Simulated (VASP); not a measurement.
**Pd: single point with PBE**

Pd:

```
Pd
1.0
     0.00000    1.93185    1.93185
     1.93185    0.00000    1.93185
     1.93185    1.93185    0.00000
Pd
1
Direct
  0.00000 0.00000 0.00000
```

This cell differs from its parent crystal: volume scaled by 0.98.

```yaml
Program: VASP 6.6.1
Task: single point
Functional: PBE
Potentials_or_basis: VASP PAW PBE potentials, release 64 (Pd)
Cutoff: 520 eV
k_mesh: 18 × 18 × 18
Occupations: fermi-dirac, width 0.05 eV
Spin: no spin polarisation
Dipole_correction: no
Further_INCAR_settings: ALGO = Normal; EDIFF = 1e-06; NBANDS = 11
```

| Item | Value |
| --- | --- |
| Pressure | 11.7 GPa |
| Band gap on the k mesh | zero (band 5 reaches 10.48 eV, above the bottom of band 6 at 8.83 eV) |

Levels at points of the mesh, in eV from the Fermi level:
| k point | band 2 | band 3 | band 4 | band 5 | band 6 | band 7 | band 8 | band 9 |
| --- | --- | --- | --- | --- | --- | --- | --- | --- |
| (0.00, 0.00, 0.00) | -2.95 | -2.95 | -2.95 | -1.28 | -1.28 | 17.20 | 22.11 | 22.11 |
| (0.50, 0.00, 0.00) | -3.00 | -3.00 | -0.03 | -0.03 | 0.96 | 7.51 | 16.56 | 21.33 |
| (0.50, 0.50, 0.00) | -5.29 | -0.06 | 0.30 | 0.30 | 3.35 | 11.01 | 13.33 | 13.33 |

Run time: 39 s on 1 thread of Intel Xeon 8259CL (shared host), peak memory 0.15 GiB.
